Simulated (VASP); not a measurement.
The system is Ba.

```
CELL_PARAMETERS angstrom
-2.55566 2.55566 2.55566
2.55566 -2.55566 2.55566
2.55566 2.55566 -2.55566
ATOMIC_POSITIONS crystal
Ba 0.00000 0.00000 0.00000
```

Base run:

- Program: VASP 6.6.1
- Functional: r2SCAN
- Potentials or basis: VASP PAW PBE potentials, release 64 (Ba_sv)
- Cutoff: 520 eV
- k mesh: 8 × 8 × 8
- Occupations: fermi-dirac, width 0.05 eV
- Spin: no spin polarisation

Its results: band gap on the k mesh zero (bands 5 and 6 overlap by 1.06 eV); pressure -0.2 GPa.

Problem. The run is repeated on the same cell with these changes: functional from r2SCAN to LDA; potentials or basis from VASP PAW PBE potentials, release 64 (Ba_sv) to VASP PAW LDA potentials, release 64 (Ba_sv). What comes out?

Solution. Band gap on the k mesh zero (bands 5 and 6 overlap by 0.93 eV); pressure -1.6 GPa.

Caveats: spin-orbit coupling is left out, which moves the levels of the heavy elements; the PAW data sets were made with another functional, which shifts forces and pressure a little (at least some runs).
